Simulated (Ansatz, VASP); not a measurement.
## Si4Cl in VASP and in Ansatz

```
Si Cl
1.0
     3.57825   -3.80647    0.00000
     3.57825    3.80647    0.00000
     0.00000    0.00000    3.18378
Si Cl
4 1
Cartesian
  2.0014 0.0000 0.0000
  3.5782 2.4244 1.5919
  3.5782 -2.4244 1.5919
  5.1551 0.0000 0.0000
  0.0000 0.0000 0.0000
```

Change from the starting cell: species swapped into the OsCl4 type (Cmmm, No. 65).

Alike in both runs: task single point; functional PBE; k mesh 4 × 4 × 6; occupations gaussian, width 0.1 eV; no spin polarisation.

```csv
,VASP,Ansatz
version,VASP 6.6.1,Ansatz 0.2.0
potentials or method,"VASP PAW PBE potentials, release 64 (Si, Cl), cutoff 520 eV","scalar-relativistic, plane waves, PAW"
valence electrons in the cell,23,23
```

VASP gave:

| Property | Result |
| --- | --- |
| gap on the k mesh at the Fermi level (eV) | none |
| pressure (GPa) | 23.9 |
| traceless stress, the component that is largest in VASP (GPa) | -9.94 |
| rms of the force components (eV/Å) | 2.402 |

Question: What did Ansatz give for the same quantities?

Answer: gap on the k mesh at the Fermi level (eV): none; pressure (GPa): 23.5; traceless stress, the component that is largest in VASP (GPa): -9.89; rms of the force components (eV/Å): 2.377.

Atom by atom the forces differ by 0.027 eV/Å (rms over components). A gap of «none» marks a metal or a gap that the smearing closes.
